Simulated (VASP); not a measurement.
# AlRu (P4/mmm) in VASP: a series of runs, part 2 of 2

VASP 6.6.1. Earlier steps stand in the parts before.

## Step 3: Single point, r2SCAN (uniaxial strain along a: +4.5 %, then relaxed in part)

File POSCAR:

```
AlRu
1.0
    3.1167077348      0.0000000000      0.0000000000
    0.0000000000      2.9426479409      0.0000000000
    0.0000000000      0.0000000000      2.9426479409
Al Ru
1 1
Direct
    0.0000000000      0.0000000000      0.0000000000
    0.5000000000      0.5000000000      0.5000000000
```

File INCAR.step1:

```
PREC = Accurate
ENCUT = 520
ISMEAR = 0
SIGMA = 0.1
LREAL = False
LASPH = True
NELM = 60
NBANDS = 16
GGA = PE
ALGO = Normal
EDIFF = 1E-4
LWAVE = True
LCHARG = False
```

File INCAR.step2:

```
PREC = Accurate
ENCUT = 520
EDIFF = 1E-6
ISMEAR = 0
SIGMA = 0.1
LREAL = False
LASPH = True
NELM = 60
ALGO = Normal
ISIF = 2
LWAVE = False
LCHARG = True
METAGGA = R2SCAN
LMIXTAU = True
LELF = True
LVHAR = True
NBANDS = 16
ISTART = 1
```

File KPOINTS:

```
regular mesh
0
Gamma
  18 18 18
```

Potentials or basis: VASP PAW PBE potentials, release 64 (Al, Ru_pv).

Run with:

```sh
$ cat potpaw_PBE.64/Al/POTCAR potpaw_PBE.64/Ru_pv/POTCAR > POTCAR
$ cp INCAR.step1 INCAR
$ mpirun -np 1 vasp_std > vasp.out
$ cp INCAR.step2 INCAR
$ mpirun -np 1 vasp_std > vasp.out
```

OUTCAR:

```text
PREC = Accurate
   ENCUT = 520
   EDIFF = 1E-6
   ISMEAR = 0
   LREAL = False
   LASPH = True
   NELM = 60
   ISIF = 2
   METAGGA = R2SCAN
   ISTART = 1

 ion  position               nearest neighbor table
   1  0.000  0.000  0.000-   2 2.60   2 2.60   2 2.60   2 2.60   2 2.60   2 2.60   2 2.60   2 2.60

   2  0.500  0.500  0.500-   1 2.60   1 2.60   1 2.60   1 2.60   1 2.60   1 2.60   1 2.60   1 2.60

  LATTYP: Found a simple tetragonal cell.
 ALAT       =     2.9426479409
 C/A-ratio  =     1.0591507368

  Lattice vectors:

 A1 = (   0.0000000000,   2.9426479409,   0.0000000000)
 A2 = (   0.0000000000,   0.0000000000,   2.9426479409)
 A3 = (   3.1167077348,   0.0000000000,   0.0000000000)

Analysis of symmetry for initial positions (statically):
=====================================================================
 Subroutine PRICEL returns:
 Original cell was already a primitive cell.

 Routine SETGRP: Setting up the symmetry group for a
 simple tetragonal supercell.

 Subroutine GETGRP returns: Found 16 space group operations
 (whereof 16 operations were pure point group operations)
 out of a pool of 16 trial point group operations.

The static configuration has the point symmetry D_4h.

Analysis of symmetry for dynamics (positions and initial velocities):
=====================================================================
 Subroutine PRICEL returns:
 Original cell was already a primitive cell.

 Routine SETGRP: Setting up the symmetry group for a
 simple tetragonal supercell.

 Subroutine GETGRP returns: Found 16 space group operations
 (whereof 16 operations were pure point group operations)
 out of a pool of 16 trial point group operations.

The dynamic configuration has the point symmetry D_4h.

 Subroutine INISYM returns: Found 16 space group operations
 (whereof 16 operations are pure point group operations),
 and found     1 'primitive' translations

----------------------------------------------------------------------------------------

                                     Primitive cell

  volume of cell :      26.9881

  direct lattice vectors                    reciprocal lattice vectors
     3.116707735  0.000000000  0.000000000     0.320851387  0.000000000  0.000000000
     0.000000000  2.942647941  0.000000000     0.000000000  0.339829983  0.000000000
     0.000000000  0.000000000  2.942647941     0.000000000  0.000000000  0.339829983

  length of vectors
     3.116707735  2.942647941  2.942647941     0.320851387  0.339829983  0.339829983

  position of ions in fractional coordinates (direct lattice)
     0.000000000  0.000000000  0.000000000
     0.500000000  0.500000000  0.500000000

  ion indices of the primitive-cell ions
   primitive index   ion index
                 1           1
                 2           2

----------------------------------------------------------------------------------------

 KPOINTS: regular mesh

Automatic generation of k-mesh.
 Grid dimensions read from file:
 generate k-points for:   18   18   18

 Generating k-lattice:

  Cartesian coordinates                     Fractional coordinates (reciprocal lattice)
     0.017825077  0.000000000  0.000000000     0.055555556  0.000000000  0.000000000
     0.000000000  0.018879444  0.000000000     0.000000000  0.055555556  0.000000000
     0.000000000  0.000000000  0.018879444     0.000000000  0.000000000  0.055555556

  Length of vectors
     0.017825077  0.018879444  0.018879444

  Shift w.r.t. Gamma in fractional coordinates (k-lattice)
     0.000000000  0.000000000  0.000000000

 Subroutine IBZKPT returns following result:
 ===========================================

 Found    550 irreducible k-points:

 Following reciprocal coordinates:
            Coordinates               Weight
  0.000000  0.000000  0.000000      1.000000
  0.055556  0.000000  0.000000      2.000000
  0.111111  0.000000  0.000000      2.000000
  0.166667  0.000000  0.000000      2.000000
  0.222222  0.000000  0.000000      2.000000
  0.277778  0.000000  0.000000      2.000000
[... 16 lines left out ...]
  0.111111  0.111111  0.000000      8.000000
  0.166667  0.111111  0.000000      8.000000
 [... further k-points ...]
   k-points           NKPTS =    550   k-points in BZ     NKDIM =    550   number of bands    NBANDS=     16
   number of dos      NEDOS =    301   number of ions     NIONS =      2
   total plane-waves  NPLWV =  13824
   dimension x,y,z NGX =    24 NGY =   24 NGZ =   24
   dimension x,y,z NGXF=    48 NGYF=   48 NGZF=   48
   ions per type =               1   1
   NGX,Y,Z   is equivalent  to a cutoff of  12.80, 13.56, 13.56 a.u.
   NGXF,Y,Z  is equivalent  to a cutoff of  25.60, 27.12, 27.12 a.u.
 SYSTEM =  unknown system
   PREC   = accura    normal or accurate (medium, high low for compatibility)
   ISTART =      1    job   : 0-new  1-cont  2-samecut
   ICHARG =      0    charge: 1-file 2-atom 10-const
   ISPIN  =      1    spin polarized calculation?
   LNONCOLLINEAR =      F non collinear calculations
   LSORBIT =      F    spin-orbit coupling
   LASPH  =      T    aspherical Exc in radial PAW
   ENCUT  =  520.0 eV  38.22 Ry    6.18 a.u.   5.80  5.47  5.47*2*pi/ulx,y,z
   NELM   =     60;   NELMIN=  2; NELMDL=  0     # of ELM steps
   EDIFF  = 0.1E-05   stopping-criterion for ELM
   LREAL  =      F    real-space projection
   EDIFFG = 0.1E-04   stopping-criterion for IOM
   NSW    =      0    number of steps for IOM
   IBRION =     -1    ionic relax: 0-MD 1-quasi-New 2-CG
   NFREE  =      0    steps in history (QN), initial steepest desc. (CG)
   ISIF   =      2    stress and relaxation
   ISYM   =      2    0-nonsym 1-usesym 2-fastsym
   POTIM  = 0.5000    time-step for ionic-motion
   TEBEG  =    0.0;   TEEND  =   0.0 temperature during run
   PSTRESS=    0.0 pullay stress
   NELECT =      17.0000    total number of electrons
   NUPDOWN=      -1.0000    fix difference up-down
   EMIN   =  10.00;   EMAX   =-10.00  energy-range for DOS
   EFERMI =   0.00;   METHOD = LEGACY
   ISMEAR =     0;   SIGMA  =   0.10  broadening in eV -4-tet -1-fermi 0-gaus
   EFERMI_NEDOS =   21; number of points for ismear=-14 and -15
   IALGO  =     38    algorithm
   IMIX   =      4    mixing-type and parameters
     AMIX     =   0.40;   BMIX     =  1.00
     AMIX_MAG =   1.60;   BMIX_MAG =  1.00
  volume/ion in A,a.u.               =      13.49        91.06
  Fermi-wavevector in a.u.,A,eV,Ry     =   1.403353  2.651953 26.795306  1.969399
  Thomas-Fermi vector in A             =   2.526023
   LORBIT       =      0    0 simple, 1 ext, 2 COOP (PROOUT), +10 PAW based schemes
   METAGGA = R2SCAN    functional components
   LHFCALC =     F    Hartree Fock is set to
   AEXX    =    0.0000 exact exchange contribution
   IVDW    =     0    specifies the selected vdW correction
   LEPSILON=     F    determine dielectric tensor
   LRPA    =     F    only Hartree local field effects (RPA)
 non-spin polarized calculation
 Gauss-broadening in eV      SIGMA  =   0.10
  energy-cutoff  :      520.00
  volume of cell :       26.99
 maximum number of plane-waves:       752
 NGX is ok and might be reduce to    24
   NGX = 11   NGY = 11   NGZ = 11

 number of electron      16.9999997 magnetization

 Free energy of the ion-electron system (eV)
  ---------------------------------------------------
  ext. energy  EPLUGINS =         0.00000000
  ---------------------------------------------------
  free energy    TOTEN  =       -33.57734452 eV

  energy without entropy =      -33.56954835  energy(sigma->0) =      -33.57344644

 E-fermi :  10.4667     XC(G=0): -13.5712

 val. band max:       10.4652090755   @ k =   0.0556   0.0556   0.0000
 cond. band min:      10.4714432736   @ k =   0.0556   0.5000   0.1111
 fundamental gap:      0.0062341980
 Fermi energy:        10.4666734555

 k-point     1 :       0.0000    0.0000    0.0000
  band No.  band energies     occupation
      1     -32.6645      2.00000
      2     -32.5888      2.00000
      3     -32.5888      2.00000
      4       0.3265      2.00000
      5       6.7928      2.00000
      6       6.8259      2.00000
[... 8 lines left out ...]
     15      21.8397      0.00000
     16      26.8841      0.00000
[... 419 lines left out ...]
 k-point    24 :       0.1667    0.1111    0.0000
  band No.  band energies     occupation
      1     -32.7005      2.00000
      2     -32.6174      2.00000
      3     -32.5830      2.00000
      4       1.0896      2.00000
      5       6.9193      2.00000
      6       7.0844      2.00000
[... 8 lines left out ...]
     15      23.6501      0.00000
     16      28.2775      0.00000

 [... further k-points ...]

------------------------ aborting loop because EDIFF is reached ----------------------------------------

  FORCE on cell =-STRESS in cart. coord.  units (eV):
  Direction    XX          YY          ZZ          XY          YZ          ZX
  --------------------------------------------------------------------------------------
  -------------------------------------------------------------------------------------
  Total       -1.6759289      0.0200338      0.0200338      0.0000000      0.0000000     -0.0000000
  in kB      -99.4932184      1.1893282      1.1893282      0.0000000      0.0000000     -0.0000000
  external PRESSURE =     -32.3715206 kB  Pullay stress =       0.0000000 kB

 VOLUME and BASIS-vectors are now :
 -----------------------------------------------------------------------------
  energy-cutoff  :      520.00
  volume of cell :       26.99
      direct lattice vectors                 reciprocal lattice vectors
     3.116707735  0.000000000  0.000000000     0.320851387  0.000000000  0.000000000
     0.000000000  2.942647941  0.000000000     0.000000000  0.339829983  0.000000000
     0.000000000  0.000000000  2.942647941     0.000000000  0.000000000  0.339829983

 POSITION                                       TOTAL-FORCE (eV/Angst)
 -----------------------------------------------------------------------------------
      0.00000      0.00000      0.00000         0.000000      0.000000      0.000000
      1.55835      1.47132      1.47132         0.000000      0.000000      0.000000
 -----------------------------------------------------------------------------------
    total drift:                                0.000000     -0.000000     -0.000000

  FREE ENERGIE OF THE ION-ELECTRON SYSTEM (eV)
  ---------------------------------------------------
  free  energy   TOTEN  =       -33.5773445226 eV

  energy  without entropy=      -33.5695483485  energy(sigma->0) =      -33.57344644
```

It took 3.1 min on 1 thread of Intel Xeon 6975P-C (Granite Rapids), shared host; peak memory 0.33 GiB.

Results:

```
Free energy            : -33.5773 eV
Pressure               : -3.2 GPa
Band gap on the k mesh : zero (an odd number of electrons rules out a gap without spin polarisation)
```

Stress tensor (GPa, compression positive):
```
-9.95  0.00  0.00
 0.00  0.12  0.00
 0.00  0.00  0.12
```

Levels at points of the mesh, in eV from the Fermi level:
```
           k point  band 5  band 6  band 7  band 8  band 9  band 10  band 11  band 12  band 13  band 14
(0.00, 0.00, 0.00)   -3.67   -3.64    0.05    0.05    0.43     5.26     7.09     7.09    10.33    11.29
(0.50, 0.00, 0.00)   -6.13   -2.94   -1.44   -1.44    0.61     1.81     7.81    10.33    12.09    12.09
(0.00, 0.50, 0.00)   -5.47   -2.71   -2.15   -1.45    0.35     2.80     7.67    10.33    10.54    12.10
(0.50, 0.50, 0.00)   -3.20   -1.80   -1.38   -1.12   -0.97     1.52     5.41     6.48    10.33    11.86
(0.00, 0.50, 0.50)   -2.97   -1.60   -1.60   -1.25   -1.25     1.94     6.11     6.92    10.33    10.47
(0.50, 0.50, 0.50)   -4.84   -4.84    1.57    2.00    3.15     4.05     4.43     4.43     8.57     8.57
```

Caveat: the cell differs from its parent crystal (uniaxial strain along a: +4.5 %, then relaxed in part); the stress differs along the axes, from -10 to 0 GPa; the PAW data sets were made with another functional, which shifts forces and pressure a little.

## Step 4: Single point, r2SCAN (uniaxial strain along a: +4.5 %)

File POSCAR:

```
AlRu
1.0
    3.1167077348      0.0000000000      0.0000000000
    0.0000000000      2.9489423663      0.0000000000
    0.0000000000      0.0000000000      2.9489423663
Al Ru
1 1
Direct
    0.0000000000      0.0000000000      0.0000000000
    0.5000000000      0.5000000000      0.5000000000
```

INCAR.step1: that of step 3 with these lines changed.

```diff
@@ -6,3 +6,3 @@
 LASPH = True
-NELM = 60
+NELM = 80
 NBANDS = 16
```

File INCAR.step2:

```
PREC = Accurate
ENCUT = 520
EDIFF = 1E-7
ISMEAR = 0
SIGMA = 0.1
LREAL = False
LASPH = True
NELM = 80
ALGO = Normal
ISIF = 2
LWAVE = False
LCHARG = False
METAGGA = R2SCAN
LMIXTAU = True
NBANDS = 16
ISTART = 1
```

File KPOINTS:

```
Automatic mesh
0
Gamma
  18 18 18
```

Run with:

```sh
$ cat potpaw_PBE.64/Al/POTCAR potpaw_PBE.64/Ru_pv/POTCAR > POTCAR
$ cp INCAR.step1 INCAR
$ mpirun -np 1 vasp_std > vasp.out
$ cp INCAR.step2 INCAR
$ mpirun -np 1 vasp_std > vasp.out
```

It took 3.5 min on 1 thread of Intel Xeon 6975P-C (Granite Rapids), shared host; peak memory 0.33 GiB.

Results (log left out):

```
Free energy            : -33.5771 eV
Pressure               : -4.1 GPa
Band gap on the k mesh : zero (an odd number of electrons rules out a gap without spin polarisation)
```

Stress tensor (GPa, compression positive):
```
-10.53   0.00   0.00
  0.00  -0.94   0.00
  0.00   0.00  -0.94
```

Levels at points of the mesh, in eV from the Fermi level:
```tsv
k point	band 7	band 8	band 9	band 10	band 11	band 12
(0.00, 0.00, 0.00)	0.05	0.05	0.42	5.29	7.05	7.05
(0.50, 0.00, 0.00)	-1.44	-1.44	0.60	1.82	7.81	10.33
(0.00, 0.50, 0.00)	-2.12	-1.45	0.35	2.77	7.68	10.33
(0.50, 0.50, 0.00)	-1.38	-1.12	-0.97	1.52	5.39	6.45
(0.00, 0.50, 0.50)	-1.57	-1.26	-1.26	1.92	6.06	6.87
(0.50, 0.50, 0.50)	1.57	1.98	3.12	4.05	4.42	4.42
```

Caveat: the cell differs from its parent crystal (uniaxial strain along a: +4.5 %); the stress differs along the axes, from -11 to -1 GPa; the PAW data sets were made with another functional, which shifts forces and pressure a little.

## Step 5: Summary

| cell | gap on the mesh (eV) | pressure (GPa) |
| --- | --- | --- |
| a = 3.072, b = 2.960, c = 2.960 Å, 2 atoms | none | -2.9 |
| a = 3.117, b = 2.943, c = 2.943 Å, 2 atoms | none | -3.2 |
| a = 3.117, b = 2.949, c = 2.949 Å, 2 atoms | none | -4.1 |

Alike in all rows: task single point; level r2SCAN; potentials or basis VASP PAW PBE potentials, release 64 (Al, Ru_pv); no spin polarisation; k mesh 18 × 18 × 18; cutoff (eV) 520; smearing gaussian 0.1 eV.

Caveats: the PAW data sets were made with another functional, which shifts forces and pressure a little; the stress differs along the axes, from -7 to -1 GPa (at least some runs); the stress differs along the axes, from -10 to 0 GPa (at least some runs); the stress differs along the axes, from -11 to -1 GPa (at least some runs).

Absolute energies hang on the potentials; compare differences alone.
